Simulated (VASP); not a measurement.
# SnTe (Fm-3m) in VASP: further runs, part 2 of 2

VASP 6.6.1. The steps go on from the part before.

## Step 4: Single point, LDA (volume scaled by 1.04)

INCAR

```
SYSTEM = SnTe
PREC = Accurate ; ENCUT = 520
EDIFF = 1E-6 ; ISMEAR = 0
SIGMA = 0.05 ; LREAL = .FALSE.
LASPH = .TRUE. ; NELM = 80
ALGO = Normal ; ISIF = 2
LWAVE = .FALSE. ; LCHARG = .FALSE.
GGA = CA ; NBANDS = 17
```

KPOINTS

```
regular mesh
0
G
  6 6 6
  0 0 0
```

POSCAR

```
SnTe
1.0
    0.0000000000      3.1572172462      3.1572172462
    3.1572172462      0.0000000000      3.1572172462
    3.1572172462      3.1572172462      0.0000000000
Sn Te
1 1
Direct
    0.5000000000      0.5000000000      0.5000000000
    0.0000000000      0.0000000000      0.0000000000
```

The run is started by

```sh
$ cat potpaw_LDA.64/Sn_d/POTCAR potpaw_LDA.64/Te/POTCAR > POTCAR
$ mpirun -np 1 vasp_std > vasp.out
```

Wall time 17 s (1 thread of AMD EPYC 9R45 (Zen 5), shared host); peak memory 0.13 GiB.

Results (log left out):

| Property | Result |
| --- | --- |
| Free energy | -8.8215 eV |
| Pressure | -1.8 GPa |
| Band gap on the k mesh | 0.10 eV, direct |

Levels at points of the mesh, in eV from the valence-band top:
| k point | band 6 | band 7 | band 8 | band 9 | band 10 | band 11 | band 12 | band 13 | band 14 | band 15 |
| --- | --- | --- | --- | --- | --- | --- | --- | --- | --- | --- |
| (0.00, 0.00, 0.00) | -12.73 | -4.77 | -2.06 | -2.06 | -2.06 | 3.32 | 3.32 | 3.32 | 4.84 | 4.84 |
| (0.50, 0.00, 0.00) | -11.46 | -8.30 | -1.71 | -1.71 | 0.00 | 0.10 | 0.39 | 0.39 | 7.76 | 8.73 |
| (0.50, 0.50, 0.00) | -11.17 | -6.50 | -5.47 | -3.65 | -3.65 | 2.25 | 4.87 | 4.87 | 6.30 | 9.07 |

Caveat: spin-orbit coupling is left out, which moves the levels of the heavy elements. A k mesh can miss the band edges.

## Step 5: Single point, PBE+D4 (volume scaled by 1.02)

INCAR

```
SYSTEM = SnTe
ALGO     = Normal         ! electronic algorithm
EDIFF    = 1E-6           ! SCF threshold, eV
ENCUT    = 520            ! plane-wave cutoff, eV
GGA      = PE             ! functional
ISIF     = 2              ! what is computed and relaxed
ISMEAR   = 0              ! smearing method
IVDW     = 13             ! dispersion correction
LASPH    = .TRUE.         ! aspherical terms in the spheres
LCHARG   = .FALSE.        ! write CHGCAR
LREAL    = .FALSE.        ! projectors in reciprocal space
LWAVE    = .FALSE.        ! write WAVECAR
NBANDS   = 17             ! bands
NELM     = 80             ! most SCF steps
PREC     = Accurate       ! precision mode
SIGMA    = 0.05           ! smearing width, eV
```

KPOINTS

```
k-points
0
G
  6 6 6
  0 0 0
```

POSCAR

```
SnTe
1.0
    0.0000000000      3.1731636166      3.1731636166
    3.1731636166      0.0000000000      3.1731636166
    3.1731636166      3.1731636166      0.0000000000
Sn Te
1 1
Direct
    0.5000000000      0.5000000000      0.5000000000
    0.0000000000      0.0000000000      0.0000000000
```

Potentials or basis: VASP PAW PBE potentials, release 64 (Sn_d, Te).

The run is started by

```sh
$ cat potpaw_PBE.64/Sn_d/POTCAR potpaw_PBE.64/Te/POTCAR > POTCAR
$ mpirun -np 1 vasp_std > vasp.out
```

OUTCAR:

```text
SYSTEM = SnTe
   EDIFF = 1E-6
   ENCUT = 520
   GGA = PE
   ISIF = 2
   ISMEAR = 0
   IVDW = 13
   LASPH = .TRUE.
   LREAL = .FALSE.
   NELM = 80
   PREC = Accurate

 ion  position               nearest neighbor table
   1  0.500  0.500  0.500-   2 3.17   2 3.17   2 3.17   2 3.17   2 3.17   2 3.17
   2  0.000  0.000  0.000-   1 3.17   1 3.17   1 3.17   1 3.17   1 3.17   1 3.17

  LATTYP: Found a face centered cubic cell.
 ALAT       =     6.3463272332

  Lattice vectors:

 A1 = (   0.0000000000,   3.1731636166,   3.1731636166)
 A2 = (   3.1731636166,   0.0000000000,   3.1731636166)
 A3 = (   3.1731636166,   3.1731636166,   0.0000000000)

Analysis of symmetry for initial positions (statically):
=====================================================================
 Subroutine PRICEL returns:
 Original cell was already a primitive cell.

 Routine SETGRP: Setting up the symmetry group for a
 face centered cubic supercell.

 Subroutine GETGRP returns: Found 48 space group operations
 (whereof 48 operations were pure point group operations)
 out of a pool of 48 trial point group operations.

The static configuration has the point symmetry O_h .

Analysis of symmetry for dynamics (positions and initial velocities):
[... 151 lines left out ...]
 E-fermi :   6.7329     XC(G=0):  -9.4035

 val. band max:        6.7158350737   @ k =   0.5000   0.0000   0.0000
 cond. band min:       6.7498831287   @ k =   0.5000   0.0000   0.0000
 fundamental gap:      0.0340480551
 Fermi energy:         6.7328591013

 k-point     1 :       0.0000    0.0000    0.0000
  band No.  band energies     occupation
      1     -15.2123      2.00000
      2     -15.2123      2.00000
      3     -15.2074      2.00000
      4     -15.2074      2.00000
      5     -15.2074      2.00000
      6      -5.9573      2.00000
[... 297 lines left out ...]
      4     -15.2010      2.00000
      5     -15.1975      2.00000
      6      -4.3842      2.00000
[... 9 lines left out ...]
     16      16.6835      0.00000
     17      17.8754      0.00000

------------------------ aborting loop because EDIFF is reached ----------------------------------------

  DFT-D4 for vdW energy calculation

  Edisp (eV):   -0.86290

  FORCE on cell =-STRESS in cart. coord.  units (eV):
  Direction    XX          YY          ZZ          XY          YZ          ZX
  --------------------------------------------------------------------------------------
  -------------------------------------------------------------------------------------
  Total      -0.36486    -0.36486    -0.36486     0.00000     0.00000     0.00000
  in kB      -9.14802    -9.14802    -9.14802     0.00000     0.00000     0.00000
  external pressure =       -9.15 kB  Pullay stress =        0.00 kB

 VOLUME and BASIS-vectors are now :
 -----------------------------------------------------------------------------
  energy-cutoff  :      520.00
  volume of cell :       63.90
      direct lattice vectors                 reciprocal lattice vectors
     0.000000000  3.173163617  3.173163617    -0.157571452  0.157571452  0.157571452
     3.173163617  0.000000000  3.173163617     0.157571452 -0.157571452  0.157571452
     3.173163617  3.173163617  0.000000000     0.157571452  0.157571452 -0.157571452

 POSITION                                       TOTAL-FORCE (eV/Angst)
 -----------------------------------------------------------------------------------
      3.17316      3.17316      3.17316         0.000000      0.000000      0.000000
      0.00000      0.00000      0.00000         0.000000     -0.000000     -0.000000
 -----------------------------------------------------------------------------------
    total drift:                                0.000000      0.000000      0.000000

  FREE ENERGIE OF THE ION-ELECTRON SYSTEM (eV)
  ---------------------------------------------------
  free  energy   TOTEN  =        -8.4199178756 eV

  energy  without entropy=       -8.4189874431  energy(sigma->0) =       -8.41945266
```

It took 18 s on 1 thread of AMD EPYC 9R45 (Zen 5), shared host; peak memory 0.16 GiB.

What came out:

```yaml
Free_energy: -8.4199 eV
Pressure: -0.9 GPa
Band_gap_on_the_k_mesh: 0.03 eV, direct
Dispersion_energy_per_atom: -0.431 eV
```

Caveat: spin-orbit coupling is left out, which moves the levels of the heavy elements. A k mesh can miss the band edges.

## Step 6: Single point, PBE+D4 (volume scaled by 1.04)

INCAR

```
ALGO = Normal
EDIFF = 1E-7
ENCUT = 520
GGA = PE
ISIF = 2
ISMEAR = 0
IVDW = 13
LASPH = True
LCHARG = False
LREAL = False
LWAVE = False
NBANDS = 17
NELM = 100
PREC = Accurate
SIGMA = 0.05
```

KPOINTS

```
k-points
0
Gamma
  6 6 6
```

POSCAR

```
SnTe
1.0
    0.0000000000      3.1937691525      3.1937691525
    3.1937691525      0.0000000000      3.1937691525
    3.1937691525      3.1937691525      0.0000000000
Sn Te
1 1
Direct
    0.5000000000      0.5000000000      0.5000000000
    0.0000000000      0.0000000000      0.0000000000
```

Potentials or basis: VASP PAW PBE potentials, release 64 (Sn_d, Te).

The run is started by

```sh
$ cat potpaw_PBE.64/Sn_d/POTCAR potpaw_PBE.64/Te/POTCAR > POTCAR
$ mpirun -np 1 vasp_std > vasp.out
```

OUTCAR:

```text
EDIFF = 1E-7
   ENCUT = 520
   GGA = PE
   ISIF = 2
   ISMEAR = 0
   IVDW = 13
   LASPH = True
   LREAL = False
   NELM = 100
   PREC = Accurate

 ion  position               nearest neighbor table
   1  0.500  0.500  0.500-   2 3.19   2 3.19   2 3.19   2 3.19   2 3.19   2 3.19
   2  0.000  0.000  0.000-   1 3.19   1 3.19   1 3.19   1 3.19   1 3.19   1 3.19

  LATTYP: Found a face centered cubic cell.
 ALAT       =     6.3875383050

  Lattice vectors:

[... 498 lines left out ...]

  DFT-D4 for vdW energy calculation

  Edisp (eV):   -0.84680

  FORCE on cell =-STRESS in cart. coord.  units (eV):
  Direction    XX          YY          ZZ          XY          YZ          ZX
  --------------------------------------------------------------------------------------
  -------------------------------------------------------------------------------------
  Total      -0.63938    -0.63938    -0.63938    -0.00000    -0.00000     0.00000
  in kB     -15.72267   -15.72267   -15.72267    -0.00000    -0.00000     0.00000
  external pressure =      -15.72 kB  Pullay stress =        0.00 kB

 VOLUME and BASIS-vectors are now :
 -----------------------------------------------------------------------------
  energy-cutoff  :      520.00
  volume of cell :       65.15
      direct lattice vectors                 reciprocal lattice vectors
     0.000000000  3.193769152  3.193769152    -0.156554834  0.156554834  0.156554834
     3.193769152  0.000000000  3.193769152     0.156554834 -0.156554834  0.156554834
     3.193769152  3.193769152  0.000000000     0.156554834  0.156554834 -0.156554834

 POSITION                                       TOTAL-FORCE (eV/Angst)
 -----------------------------------------------------------------------------------
      3.19377      3.19377      3.19377        -0.000000      0.000000      0.000000
      0.00000      0.00000      0.00000         0.000000     -0.000000     -0.000000
 -----------------------------------------------------------------------------------
    total drift:                                0.000000      0.000000      0.000000

  FREE ENERGIE OF THE ION-ELECTRON SYSTEM (eV)
  ---------------------------------------------------
  free  energy   TOTEN  =        -8.4105008538 eV

  energy  without entropy=       -8.4095023321  energy(sigma->0) =       -8.41000159
```

It took 27 s on 1 thread of AMD EPYC 9R45 (Zen 5), shared host; peak memory 0.17 GiB.

What came out:

```
Free energy                : -8.4105 eV
Pressure                   : -1.6 GPa
Band gap on the k mesh     : 0.02 eV, direct
Dispersion energy per atom : -0.423 eV
```

Caveat: spin-orbit coupling is left out, which moves the levels of the heavy elements. A k mesh can miss the band edges.

## Step 7: Summary

| level | potentials or basis | cell | gap on the mesh (eV) | pressure (GPa) |
| --- | --- | --- | --- | --- |
| LDA | VASP PAW LDA potentials, release 64 (Sn_d, Te) | a = 4.464 Å, angles 60.0°, 2 atoms | 0.10 | -1.8 |
| LDA | VASP PAW LDA potentials, release 64 (Sn_d, Te) | a = 4.436 Å, angles 60.0°, 2 atoms | 0.16 | -0.9 |
| LDA | VASP PAW LDA potentials, release 64 (Sn_d, Te) | a = 4.465 Å, angles 60.0°, 2 atoms | 0.10 | -1.8 |
| PBE+D4 | VASP PAW PBE potentials, release 64 (Sn_d, Te) | a = 4.488 Å, angles 60.0°, 2 atoms | 0.03 | -0.9 |
| PBE+D4 | VASP PAW PBE potentials, release 64 (Sn_d, Te) | a = 4.517 Å, angles 60.0°, 2 atoms | 0.02 | -1.6 |

Alike in all rows: task single point; no spin polarisation; k mesh 6 × 6 × 6; cutoff (eV) 520; smearing gaussian 0.05 eV.

Caveats: spin-orbit coupling is left out, which moves the levels of the heavy elements.

Absolute energies hang on the potentials; compare differences alone.
